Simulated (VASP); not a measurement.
**SrTiO3: single point with PBEsol**

The system is SrTiO3.

```
Sr Ti O
1.0
     3.94428    0.47424    0.47424
     0.47424    3.94428    0.47424
     0.47424    0.47424    3.94428
Sr Ti O
1 1 3
Direct
  0.00000 0.00000 0.00000
  0.50000 0.50000 0.50000
  0.00000 0.50000 0.50000
  0.50000 0.00000 0.50000
  0.50000 0.50000 0.00000
```

This cell differs from its parent crystal: ratio of the length along [111] to the lengths across it x 1.41, volume and fractional coordinates fixed.

```yaml
Program: VASP 6.6.1
Task: single point
Functional: PBEsol
Potentials_or_basis: VASP PAW PBE potentials, release 64 (Sr_sv, Ti_sv, O)
Cutoff: 520 eV
k_mesh: 8 × 8 × 8
Occupations: gaussian, width 0.05 eV
Spin: no spin polarisation
```

The pressure is 7.2 GPa and the band gap on the k mesh is 0.07 eV (least direct gap 0.10 eV).

Stress tensor (GPa, compression positive):
```
  7.24 -25.93 -25.93
-25.93   7.24 -25.93
-25.93 -25.93   7.24
```

Levels at points of the mesh, in eV from the valence-band top:
| k point | band 16 | band 17 | band 18 | band 19 | band 20 | band 21 | band 22 | band 23 | band 24 | band 25 |
| --- | --- | --- | --- | --- | --- | --- | --- | --- | --- | --- |
| (0.00, 0.00, 0.00) | -2.39 | -2.39 | -1.08 | -0.03 | -0.03 | 0.07 | 0.07 | 0.35 | 2.84 | 2.84 |
| (0.50, 0.00, 0.00) | -2.96 | -2.96 | -2.71 | -2.68 | -0.27 | 0.63 | 2.02 | 2.37 | 2.96 | 4.75 |
| (0.50, 0.50, 0.00) | -3.54 | -2.97 | -2.15 | -1.99 | -0.30 | 1.86 | 2.09 | 2.75 | 3.61 | 6.63 |
| (0.50, 0.50, 0.50) | -3.80 | -3.80 | -0.77 | 0.00 | 0.00 | 2.68 | 2.68 | 3.14 | 5.51 | 5.51 |

Run time: 3.3 min on 1 thread of Intel Xeon 8259CL (shared host), peak memory 0.25 GiB.

Caveat: the cell stands under pressure; semilocal functionals underestimate gaps, and a narrow one can read as zero; the PAW data sets were made with another functional, which shifts forces and pressure a little. A k mesh can miss the band edges.
